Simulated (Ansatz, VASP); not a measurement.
# Ga4As3N in VASP and in Ansatz

File POSCAR:

```
Ga4As3N
1.0
   -2.6940485757      2.6940485757      5.3068335680
    2.6940485757     -2.6940485757      5.3068335680
    2.6940485757      2.6940485757     -5.3068335680
N Ga As
1 4 3
Direct
    0.0000000000      0.0000000000      0.0000000000
    0.6757337493      0.6757337493      0.5757609111
    0.9000271618      0.3242662507      0.0000000000
    0.0999728382      0.0999728382      0.4242390889
    0.3242662507      0.9000271618      0.0000000000
    0.2500000000      0.7500000000      0.5000000000
    0.5000000000      0.5000000000      0.0000000000
    0.7500000000      0.2500000000      0.5000000000
```

Contents of INCAR.step1:

```
  PREC = Accurate
  ENCUT = 520
  ISMEAR = 0
  SIGMA = 0.01
  LREAL = False
  LASPH = True
  NELM = 100
  NBANDS = 46
  GGA = PE
  ALGO = Normal
  EDIFF = 1E-4
  LWAVE = True
  LCHARG = False
```

File INCAR.step2:

```
  PREC = Accurate
  ENCUT = 520
  EDIFF = 1E-6
  ISMEAR = 0
  SIGMA = 0.01
  LREAL = False
  LASPH = True
  NELM = 100
  ALGO = Normal
  ISIF = 2
  LWAVE = False
  LCHARG = True
  METAGGA = R2SCAN
  LMIXTAU = True
  LELF = True
  LVHAR = True
  NBANDS = 46
  ISTART = 1
```

File KPOINTS:

```
Automatic mesh
0
Gamma
  6 6 6
```

Input for Ansatz:

```yaml
crystal:
  lattice:
    - [-2.6940485757, 2.6940485757, 5.306833568]
    - [2.6940485757, -2.6940485757, 5.306833568]
    - [2.6940485757, 2.6940485757, -5.306833568]
  atoms:
    - { symbol: "N", position: [0.0, 0.0, 0.0] }
    - { symbol: Ga, position: [0.6757337493, 0.6757337493, 0.5757609111] }
    - { symbol: As, position: [0.25, 0.75, 0.5] }
    - { symbol: Ga, position: [0.9000271618, 0.3242662507, 0.0] }
    - { symbol: As, position: [0.5, 0.5, 0.0] }
    - { symbol: Ga, position: [0.0999728382, 0.0999728382, 0.4242390889] }
    - { symbol: As, position: [0.75, 0.25, 0.5] }
    - { symbol: Ga, position: [0.3242662507, 0.9000271618, 0.0] }
kpoints:
  mp_grid: { grid: [6, 6, 6] }
hamiltonian:
  xc: r2scan
scf:
  occupations: { method: fixed }
  n_extra_bands: 6
output:
  forces: true
  stress: true
  eigenvalues: true
```

Alike in both runs: task single point; functional r2SCAN; k mesh 6 × 6 × 6; no spin polarisation.

```csv
,VASP,Ansatz
version,VASP 6.6.1,Ansatz 0.2.0
potentials or method,"VASP PAW PBE potentials, release 64 (N, Ga_d, As)","plane waves, PAW"
plane-wave cutoff (eV),520,500
occupations,"gaussian, width 0.01 eV",fixed
valence electrons in the cell,72,102
```

|  | VASP | Ansatz | Ansatz less VASP |
| --- | --- | --- | --- |
| gap on the k mesh at the Fermi level (eV) | 0.51 | 0.53 | +0.013 |
| pressure (GPa) | 0.2 | 0.0 | -0.22 |
| rms of the force components (eV/Å) | 0.018 | 0.000 | -0.0178 |

VASP's potentials were made for PBE, not for r2SCAN. VASP's potentials hold 72 valence electrons a cell and Ansatz's 102, so a difference there can come from the potentials and not from the codes.
